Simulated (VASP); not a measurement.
# CsLiCr2Te2S3 (P1) in VASP: single point with PBE

Aim: the single point of CsLiCr2Te2S3 with PBE.

Program: VASP 6.6.1. These are calculated values, not measurements. Logs are shortened: lines on timing, memory, paths and dates and some standing lists are left out, and cuts for length are marked.

## (1) The cell of the first run

The typed cell holds 9 atoms: a = 6.164 Å, b = 6.338 Å, c = 7.983 Å, α = 101.13°, β = 100.18°, γ = 111.19°.

## (2) Single point, PBE, collinear spin

INCAR

```
SYSTEM = CsLiCr2Te2S3
ALGO     = Normal         ! electronic algorithm
EDIFF    = 1E-7           ! SCF threshold, eV
ENCUT    = 520            ! plane-wave cutoff, eV
GGA      = PE             ! functional
ISIF     = 2              ! what is computed and relaxed
ISMEAR   = 0              ! smearing method
ISPIN    = 2              ! spin polarisation
KPAR     = 4            
LASPH    = .TRUE.         ! aspherical terms in the spheres
LCHARG   = .FALSE.        ! write CHGCAR
LMAXMIX  = 4              ! l up to which the mixer works
LORBIT   = 11             ! projections on sites
LREAL    = .FALSE.        ! projectors in reciprocal space
LWAVE    = .FALSE.        ! write WAVECAR
MAGMOM   = 0 0 2.22 2.22 -0.15 -0.15 0 0 0 ! initial moments
NBANDS   = 47             ! bands
NELM     = 150            ! most SCF steps
PREC     = Accurate       ! precision mode
SIGMA    = 0.2            ! smearing width, eV
```

KPOINTS

```
k-points
0
G
  4 4 4
  0 0 0
```

POSCAR

```
CsLiCr2Te2S3
1.0
    3.4533324545     -5.1043052478      0.0992736913
    3.6088053035      5.2094609228      0.0880240928
   -2.8118672702     -0.0530382665      7.4710455936
Cs Li Cr Te S
1 1 2 2 3
Direct
    0.0608350650      0.1014841638     -0.0046283469
    0.5685082198      0.5821902133      0.5750510278
    0.0788924834      0.5019384927      0.5792517632
    0.4325549049      0.0292126434      0.5359076754
    0.5438342135      0.7626265205      0.2839118083
    1.0135508724      0.6627358185      0.3000113227
    0.7793946179      0.3707475326      0.7036631705
    0.3933967839      0.8266804620      0.7487062796
    0.1964785692      0.2298298832      0.4871518095
```

Potentials or basis: VASP PAW PBE potentials, release 64 (Cs_sv, Li_sv, Cr_pv, Te, S).

Command:

```console
cat potpaw_PBE.64/Cs_sv/POTCAR potpaw_PBE.64/Li_sv/POTCAR potpaw_PBE.64/Cr_pv/POTCAR potpaw_PBE.64/Te/POTCAR potpaw_PBE.64/S/POTCAR > POTCAR
mpirun -np 4 vasp_std > vasp.out
```

OUTCAR:

```text
SYSTEM = CsLiCr2Te2S3
   EDIFF = 1E-7
   ENCUT = 520
   GGA = PE
   ISIF = 2
   ISMEAR = 0
   ISPIN = 2
   LASPH = .TRUE.
   LORBIT = 11
   LREAL = .FALSE.
   NELM = 150
   PREC = Accurate

 ion  position               nearest neighbor table
   1  0.061  0.101  0.995-
   2  0.569  0.582  0.575-   7 2.42   9 2.42   8 2.53   5 2.79   3 2.88
   3  0.079  0.502  0.579-   9 2.15   8 2.22   7 2.22   6 2.65   2 2.88
   4  0.433  0.029  0.536-   9 2.28   8 2.31   7 2.36   5 2.72   6 2.80
   5  0.544  0.763  0.284-   4 2.72   2 2.79   6 3.13   6 3.17
   6  0.014  0.663  0.300-   3 2.65   4 2.80   5 3.13   5 3.17
   7  0.779  0.371  0.704-   3 2.22   4 2.36   2 2.42
   8  0.393  0.827  0.749-   3 2.22   4 2.31   2 2.53
   9  0.196  0.230  0.487-   3 2.15   4 2.28   2 2.42

  LATTYP: Found a triclinic cell.
 ALAT       =     9.1825597620
 B/A-ratio  =     0.8693493572
 C/A-ratio  =     1.1233190231
 COS(alpha) =     0.0129730974
 COS(beta)  =     0.5614275822
 COS(gamma) =     0.7506924344

  Lattice vectors:

 A1 = (   0.6414651843,  -5.1573435143,   7.5703192849)
 A2 = (  -2.8118672702,  -0.0530382665,   7.4710455936)
 A3 = (  -0.1554728490, -10.3137661706,   0.0112495985)

Analysis of symmetry for initial positions (statically):
=====================================================================
 Subroutine PRICEL returns:
 Original cell was already a primitive cell.

 Routine SETGRP: Setting up the symmetry group for a
 triclinic supercell.

 Subroutine GETGRP returns: Found  1 space group operations
 (whereof  1 operations were pure point group operations)
 out of a pool of  2 trial point group operations.

The static configuration has the point symmetry C_1 .

Analysis of symmetry for dynamics (positions and initial velocities):
=====================================================================
 Subroutine PRICEL returns:
 Original cell was already a primitive cell.

 Routine SETGRP: Setting up the symmetry group for a
 triclinic supercell.

 Subroutine GETGRP returns: Found  1 space group operations
 (whereof  1 operations were pure point group operations)
 out of a pool of  2 trial point group operations.

The dynamic configuration has the point symmetry C_1 .

Analysis of structural, dynamic, and magnetic symmetry:
=====================================================================
 Subroutine PRICEL returns:
 Original cell was already a primitive cell.

 Routine SETGRP: Setting up the symmetry group for a
 triclinic supercell.

 Subroutine GETGRP returns: Found  1 space group operations
 (whereof  1 operations were pure point group operations)
 out of a pool of  2 trial point group operations.

The overall configuration has the point symmetry C_1 .

 Subroutine INISYM returns: Found  1 space group operations
 (whereof  1 operations are pure point group operations),
 and found     1 'primitive' translations

----------------------------------------------------------------------------------------

                                     Primitive cell

  volume of cell :     274.7388

  direct lattice vectors                    reciprocal lattice vectors
     3.453332454 -5.104305248  0.099273691     0.141679266 -0.099036114  0.052620558
     3.608805304  5.209460923  0.088024093     0.138783582  0.094923435  0.052907666
    -2.811867270 -0.053038267  7.471045594    -0.003517757  0.000197580  0.132527503

  length of vectors
     6.163545438  6.337957642  7.982852427     0.180693357  0.176268438  0.132574328

  position of ions in fractional coordinates (direct lattice)
     0.060835065  0.101484164  0.995371653
     0.568508220  0.582190213  0.575051028
     0.078892483  0.501938493  0.579251763
     0.432554905  0.029212643  0.535907675
     0.543834213  0.762626520  0.283911808
     0.013550872  0.662735819  0.300011323
     0.779394618  0.370747533  0.703663171
     0.393396784  0.826680462  0.748706280
     0.196478569  0.229829883  0.487151809

  ion indices of the primitive-cell ions
   primitive index   ion index
                 1           1
                 2           2
                 3           3
                 4           4
                 5           5
                 6           6
                 7           7
                 8           8
                 9           9

----------------------------------------------------------------------------------------

 KPOINTS: k-points

Automatic generation of k-mesh.
 Grid dimensions read from file:
 generate k-points for:    4    4    4

 Generating k-lattice:

  Cartesian coordinates                     Fractional coordinates (reciprocal lattice)
     0.035419817 -0.024759028  0.013155139     0.250000000 -0.000000000  0.000000000
     0.034695895  0.023730859  0.013226917    -0.000000000  0.250000000  0.000000000
    -0.000879439  0.000049395  0.033131876     0.000000000  0.000000000  0.250000000

  Length of vectors
     0.045173339  0.044067109  0.033143582

  Shift w.r.t. Gamma in fractional coordinates (k-lattice)
     0.000000000  0.000000000  0.000000000

 Subroutine IBZKPT returns following result:
 ===========================================

 Found     36 irreducible k-points:

 Following reciprocal coordinates:
            Coordinates               Weight
  0.000000  0.000000  0.000000      1.000000
  0.250000  0.000000  0.000000      2.000000
  0.500000  0.000000  0.000000      1.000000
 -0.000000  0.250000  0.000000      2.000000
  0.250000  0.250000  0.000000      2.000000
  0.500000  0.250000 -0.000000      2.000000
[... 16 lines left out ...]
  0.000000 -0.250000  0.250000      2.000000
  0.250000 -0.250000  0.250000      2.000000
 [... further k-points ...]
   k-points           NKPTS =     36   k-points in BZ     NKDIM =     36   number of bands    NBANDS=     47
   number of dos      NEDOS =    301   number of ions     NIONS =      9
   total plane-waves  NPLWV = 138240
   dimension x,y,z NGX =    48 NGY =   48 NGZ =   60
   dimension x,y,z NGXF=    96 NGYF=   96 NGZF=  120
   ions per type =               1   1   2   2   3
   NGX,Y,Z   is equivalent  to a cutoff of  12.95, 12.59, 12.50 a.u.
   NGXF,Y,Z  is equivalent  to a cutoff of  25.89, 25.18, 24.99 a.u.
 SYSTEM =  CsLiCr2Te2S3
   PREC   = accura    normal or accurate (medium, high low for compatibility)
   ISTART =      0    job   : 0-new  1-cont  2-samecut
   ICHARG =      2    charge: 1-file 2-atom 10-const
   ISPIN  =      2    spin polarized calculation?
   LNONCOLLINEAR =      F non collinear calculations
   LSORBIT =      F    spin-orbit coupling
   LASPH  =      T    aspherical Exc in radial PAW
   ENCUT  =  520.0 eV  38.22 Ry    6.18 a.u.  11.46 11.78 14.84*2*pi/ulx,y,z
   NELM   =    150;   NELMIN=  2; NELMDL= -5     # of ELM steps
   EDIFF  = 0.1E-06   stopping-criterion for ELM
   LREAL  =      F    real-space projection
   EDIFFG = 0.1E-05   stopping-criterion for IOM
   NSW    =      0    number of steps for IOM
   IBRION =     -1    ionic relax: 0-MD 1-quasi-New 2-CG
   NFREE  =      0    steps in history (QN), initial steepest desc. (CG)
   ISIF   =      2    stress and relaxation
   ISYM   =      2    0-nonsym 1-usesym 2-fastsym
   POTIM  = 0.5000    time-step for ionic-motion
   TEBEG  =    0.0;   TEEND  =   0.0 temperature during run
   PSTRESS=    0.0 pullay stress
   NELECT =      66.0000    total number of electrons
   NUPDOWN=      -1.0000    fix difference up-down
   EMIN   =  10.00;   EMAX   =-10.00  energy-range for DOS
   EFERMI =   0.00;   METHOD = LEGACY
   ISMEAR =     0;   SIGMA  =   0.20  broadening in eV -4-tet -1-fermi 0-gaus
   EFERMI_NEDOS =   21; number of points for ismear=-14 and -15
   IALGO  =     38    algorithm
   IMIX   =      4    mixing-type and parameters
     AMIX     =   0.40;   BMIX     =  1.00
     AMIX_MAG =   1.60;   BMIX_MAG =  1.00
  volume/ion in A,a.u.               =      30.53       206.00
  Fermi-wavevector in a.u.,A,eV,Ry     =   1.017692  1.923158 14.091500  1.035696
  Thomas-Fermi vector in A             =   2.151107
   LORBIT       =     11    0 simple, 1 ext, 2 COOP (PROOUT), +10 PAW based schemes
   GGA     = PE    functional components
   LHFCALC =     F    Hartree Fock is set to
   AEXX    =    0.0000 exact exchange contribution
   IVDW    =     0    specifies the selected vdW correction
   LEPSILON=     F    determine dielectric tensor
   LRPA    =     F    only Hartree local field effects (RPA)
 spin polarized calculation
 Gauss-broadening in eV      SIGMA  =   0.20
  energy-cutoff  :      520.00
  volume of cell :      274.74
 maximum number of plane-waves:      7419
 NGX is ok and might be reduce to    48
   NGX = 23   NGY = 23   NGZ = 29

 number of electron      66.0000004 magnetization       5.4997453

 Free energy of the ion-electron system (eV)
  ---------------------------------------------------
  ext. energy  EPLUGINS =         0.00000000
  ---------------------------------------------------
  free energy    TOTEN  =       -46.20168043 eV

  energy without entropy =      -46.14409921  energy(sigma->0) =      -46.17288982

 E-fermi :   2.9725     XC(G=0):  -8.0615

 val. band max:        2.9713903696   @ k =  -0.2500  -0.2500   0.2500
 cond. band min:       2.9944035973   @ k =   0.5000   0.5000   0.0000
 fundamental gap:      0.0230132277
 Fermi energy:         2.9725317099

 spin component 1

 k-point     1 :       0.0000    0.0000    0.0000
  band No.  band energies     occupation
      1     -42.8763      1.00000
      2     -41.5699      1.00000
      3     -41.5235      1.00000
      4     -41.5144      1.00000
      5     -41.4710      1.00000
      6     -41.4691      1.00000
[... 1141 lines left out ...]
     44       7.2545      0.00000
     45       7.6728      0.00000

 [... further k-points ...]

 spin component 2

 k-point     1 :       0.0000    0.0000    0.0000
  band No.  band energies     occupation
      1     -42.8740      1.00000
      2     -39.1057      1.00000
      3     -39.0168      1.00000
      4     -38.7581      1.00000
      5     -38.6012      1.00000
      6     -38.5707      1.00000
[... 1141 lines left out ...]
     44       7.4463      0.00000
     45       7.9006      0.00000

 [... further k-points ...]

 [bands above 45 left out]

------------------------ aborting loop because EDIFF is reached ----------------------------------------

  FORCE on cell =-STRESS in cart. coord.  units (eV):
  Direction    XX          YY          ZZ          XY          YZ          ZX
  --------------------------------------------------------------------------------------
  -------------------------------------------------------------------------------------
  Total        0.0255034      0.0157218      0.0327671      0.0305673     -0.0234448      0.0365421
  in kB        0.1487264      0.0916836      0.1910857      0.1782577     -0.1367214      0.2131001
  external PRESSURE =       0.1438319 kB  Pullay stress =       0.0000000 kB

 VOLUME and BASIS-vectors are now :
 -----------------------------------------------------------------------------
  energy-cutoff  :      520.00
  volume of cell :      274.74
      direct lattice vectors                 reciprocal lattice vectors
     3.453332454 -5.104305248  0.099273691     0.141679266 -0.099036114  0.052620558
     3.608805304  5.209460923  0.088024093     0.138783582  0.094923435  0.052907666
    -2.811867270 -0.053038267  7.471045594    -0.003517757  0.000197580  0.132527503

 POSITION                                       TOTAL-FORCE (eV/Angst)
 -----------------------------------------------------------------------------------
     -2.22253      0.16536      7.45144         0.002583     -0.006199     -0.012621
      2.44729      0.10056      4.40392        -0.008585     -0.004990     -0.000209
      0.45506      2.18142      4.37963         0.012599      0.012994      0.000770
      0.09228     -2.08413      4.04930         0.004402      0.002438     -0.000780
      3.83189      1.18192      2.24224        -0.003438     -0.007719     -0.009892
      1.59489      3.36742      2.30108         0.000049      0.007266     -0.000914
      2.05086     -2.08419      5.36711        -0.003213      0.013284      0.008033
      2.23660      2.25883      5.70544        -0.000945     -0.008558      0.012404
      0.13811      0.16857      3.67927        -0.003451     -0.008517      0.003208
 -----------------------------------------------------------------------------------
    total drift:                               -0.000450     -0.001050      0.000574

  FREE ENERGIE OF THE ION-ELECTRON SYSTEM (eV)
  ---------------------------------------------------
  free  energy   TOTEN  =       -46.2016804269 eV

  energy  without entropy=      -46.1440992060  energy(sigma->0) =      -46.17288982

 total charge

# of ion       s       p       d       tot
------------------------------------------
    1        1.832   4.705   0.023   6.560
    2        2.019   0.056   0.000   2.074
    3        0.340   6.290   4.177  10.807
    4        0.286   6.244   4.109  10.639
    5        1.390   1.952   0.024   3.365
    6        1.396   1.933   0.035   3.364
    7        1.334   2.404   0.000   3.739
    8        1.340   2.392   0.000   3.732
    9        1.344   2.401   0.000   3.745
--------------------------------------------------
tot         11.281  28.377   8.368  48.026

 magnetization (x)

# of ion       s       p       d       tot
------------------------------------------
    1        0.000  -0.000   0.001   0.001
    2        0.000   0.000   0.000   0.001
    3        0.036   0.027   2.467   2.530
    4        0.037   0.032   2.836   2.906
    5       -0.000  -0.035   0.003  -0.032
    6       -0.001  -0.093   0.005  -0.089
    7       -0.002  -0.064   0.000  -0.066
    8       -0.003  -0.083   0.000  -0.086
    9       -0.001  -0.113   0.000  -0.113
--------------------------------------------------
tot          0.067  -0.327   5.312   5.052
```

Wall time 4.5 min (4 MPI ranks of AMD EPYC 9R45 (Zen 5), shared host); peak memory 0.95 GiB.

What came out:

```yaml
Free_energy: -46.2017 eV
Largest_force: 0.018 eV/Å
Net_moment: 5.50 μB per cell
Site_moments: Cs +0.00; Li +0.00; Cr +2.53, +2.91; Te -0.03, -0.09; S -0.07, -0.09, -0.11 μB
Valence_electrons_inside_the_program's_atomic_spheres: Cs 6.56; Li 2.07; Cr 10.81, 10.64; Te 3.37, 3.36; S 3.74, 3.73, 3.75
```

Forces in eV/Å, atoms in the order of the input:
```
Cs   0.003 -0.006 -0.013
Li  -0.009 -0.005  0.000
Cr   0.013  0.013  0.001
Cr   0.004  0.002 -0.001
Te  -0.003 -0.008 -0.010
Te   0.000  0.007 -0.001
S   -0.003  0.013  0.008
S   -0.001 -0.009  0.012
S   -0.003 -0.009  0.003
```

Levels at points of the mesh, in eV from the Fermi level:
Spin up:
```csv
k point,band 32,band 33,band 34,band 35,band 36,band 37,band 38,band 39,band 40,band 41
"(0.00, 0.00, 0.00)",-1.30,-1.03,-0.82,-0.64,-0.25,0.51,0.76,1.09,1.43,2.60
"(0.50, 0.00, 0.00)",-1.24,-0.96,-0.82,-0.52,-0.08,0.08,0.45,0.54,0.90,1.49
"(0.00, 0.50, 0.00)",-1.19,-1.10,-0.59,-0.44,0.16,0.35,0.52,0.72,1.43,2.54
"(0.50, 0.50, 0.00)",-1.17,-0.78,-0.69,-0.37,-0.11,0.02,0.60,0.65,0.75,1.40
"(0.00, 0.00, 0.50)",-1.30,-1.04,-0.87,-0.62,-0.25,0.49,0.59,1.03,1.48,2.67
"(0.50, 0.00, 0.50)",-1.25,-1.00,-0.77,-0.46,-0.25,0.12,0.49,0.55,0.71,1.41
"(0.00, 0.50, 0.50)",-1.24,-0.95,-0.59,-0.44,0.11,0.38,0.50,0.63,1.36,2.57
"(0.50, 0.50, 0.50)",-1.15,-0.75,-0.67,-0.36,-0.10,0.03,0.42,0.48,0.76,1.52
```
Spin down:
```tsv
k point	band 28	band 29	band 30	band 31	band 32	band 33
(0.00, 0.00, 0.00)	-1.63	-1.52	-1.25	0.51	0.87	0.96
(0.50, 0.00, 0.00)	-1.85	-1.78	-0.83	-0.72	0.79	0.97
(0.00, 0.50, 0.00)	-1.84	-1.23	-1.14	0.60	0.74	1.00
(0.50, 0.50, 0.00)	-1.81	-1.44	-0.85	-0.62	0.78	1.14
(0.00, 0.00, 0.50)	-1.65	-1.47	-1.27	0.55	0.84	0.94
(0.50, 0.00, 0.50)	-1.91	-1.66	-0.85	-0.73	0.80	1.01
(0.00, 0.50, 0.50)	-1.82	-1.23	-1.19	0.60	0.73	0.98
(0.50, 0.50, 0.50)	-2.05	-1.47	-0.84	-0.60	0.80	1.10
```

Caveat: the cutoff is under 1.25 times the usual one of these potentials, so pressure, stress and relaxed cells hold a basis-set (Pulay) error; spin-orbit coupling is left out, which moves the levels of the heavy elements. With open d or f shells a metallic result of PBE can be an artefact of self-interaction; +U or a hybrid may open a gap.
